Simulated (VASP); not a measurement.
Input of a VASP 6.6.1 run:

Contents of POSCAR:

```
ZnSe
1.0
    0.0000000000      2.8324206844      2.7191238570
    2.8324206844      0.0000000000      2.7191238570
    2.8324206844      2.8324206844      0.0000000000
Zn Se
1 1
Direct
    0.0000000000      0.0000000000      0.0000000000
    0.2500000000      0.2500000000      0.2500000000
```

Contents of INCAR.step1:

```
  PREC = Accurate
  ENCUT = 520
  EDIFF = 1E-5
  ISMEAR = 0
  SIGMA = 0.01
  LREAL = False
  LASPH = True
  NELM = 100
  ALGO = Normal
  ISIF = 2
  LWAVE = True
  NBANDS = 16
  GGA = PE
```

File INCAR.step2:

```
  PREC = Accurate
  ENCUT = 520
  EDIFF = 1E-7
  ISMEAR = 0
  SIGMA = 0.01
  LREAL = False
  LASPH = True
  NELM = 100
  ALGO = Normal
  ISIF = 2
  LWAVE = False
  LCHARG = True
  GGA = PE
  LHFCALC = True
  HFSCREEN = 0.2079
  PRECFOCK = Normal
  LELF = True
  LVHAR = True
  NBANDS = 16
  ISTART = 1
```

The input KPOINTS:

```
Automatic mesh
0
Gamma
  6 6 6
```

Potentials or basis: VASP PAW PBE potentials, release 64 (Zn, Se).

Command:

```sh
$ cat potpaw_PBE.64/Zn/POTCAR potpaw_PBE.64/Se/POTCAR > POTCAR
$ cp INCAR.step1 INCAR
$ mpirun -np 1 vasp_std > vasp.out
$ cp INCAR.step2 INCAR
$ mpirun -np 1 vasp_std > vasp.out
```

Q: What does it give for the pressure?

A: 4.3 GPa.

Q: What does it give for the band gap on the k mesh?

A: 2.49 eV.

Stress tensor (GPa, compression positive):
```
3.82 0.00 0.00
0.00 3.82 0.00
0.00 0.00 5.12
```

Caveat: the cell differs from its parent crystal (uniaxial z strain -4.0%); the cell stands under pressure; the PAW data sets were made with another functional, which shifts forces and pressure a little.
